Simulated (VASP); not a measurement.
Set up this calculation in VASP 6.6.1, as the native input.

- Task: single point
- Functional: r2SCAN
- Potentials or basis: VASP PAW PBE potentials, release 64 (Sn_d, O)
- Cutoff: 520 eV
- k mesh: 12 × 12 × 12
- Occupations: gaussian, width 0.05 eV
- Spin: no spin polarisation
- Dipole correction: no
- Further INCAR settings: ALGO = Normal; EDIFF = 1e-06; NBANDS = 20

Crystal: SnO2.

```
CELL_PARAMETERS angstrom
1.48773 0.85894 4.60857
-1.48773 0.85894 4.60857
0.00000 -1.71788 4.60857
ATOMIC_POSITIONS crystal
Sn 0.50000 0.50000 0.50000
O 0.23717 0.23717 0.23717
O 0.76283 0.76283 0.76283
```

This cell differs from its parent crystal: strain -0.080 along x and y, -0.040 along z.

One way to write it, as run:

POSCAR

```
SnO2
1.0
    1.4877256292      0.8589387925      4.6085688806
   -1.4877256292      0.8589387925      4.6085688806
    0.0000000000     -1.7178775850      4.6085688806
Sn O
1 2
Direct
    0.5000000000      0.5000000000      0.5000000000
    0.2371700000      0.2371700000      0.2371700000
    0.7628300000      0.7628300000      0.7628300000
```

INCAR.step1

```
SYSTEM = SnO2
ALGO = Normal
EDIFF = 1E-4
ENCUT = 520
GGA = PE
ISMEAR = 0
LASPH = .TRUE.
LCHARG = .FALSE.
LREAL = .FALSE.
LWAVE = .TRUE.
NBANDS = 20
NELM = 60
PREC = Accurate
SIGMA = 0.05
```

INCAR.step2

```
SYSTEM = SnO2
ALGO = Normal
EDIFF = 1E-6
ENCUT = 520
ISIF = 2
ISMEAR = 0
ISTART = 1
LASPH = .TRUE.
LCHARG = .FALSE.
LMIXTAU = .TRUE.
LREAL = .FALSE.
LWAVE = .FALSE.
METAGGA = R2SCAN
NBANDS = 20
NELM = 60
PREC = Accurate
SIGMA = 0.05
```

KPOINTS

```
k-points
0
G
  12 12 12
  0 0 0
```

Potentials or basis: VASP PAW PBE potentials, release 64 (Sn_d, O).

The run is started by

```bash
$ cat potpaw_PBE.64/Sn_d/POTCAR potpaw_PBE.64/O/POTCAR > POTCAR
$ cp INCAR.step1 INCAR
$ mpirun -np 1 vasp_std > vasp.out
$ cp INCAR.step2 INCAR
$ mpirun -np 1 vasp_std > vasp.out
```

Results of the run:

```
Pressure               : 46.9 GPa
Largest force          : 2.620 eV/Å
Band gap on the k mesh : 4.44 eV (least direct gap 4.91 eV)
```

Caveat: the cell differs from its parent crystal (strain -0.080 along x and y, -0.040 along z); the stress differs along the axes, from 23 to 59 GPa; the PAW data sets were made with another functional, which shifts forces and pressure a little; spin-orbit coupling is left out, which moves the levels of the heavy elements.

Wall time 12 min on 1 thread of AMD EPYC 9R45 96-Core Processor (Zen 5), on a shared host, peak memory 0.31 GiB.
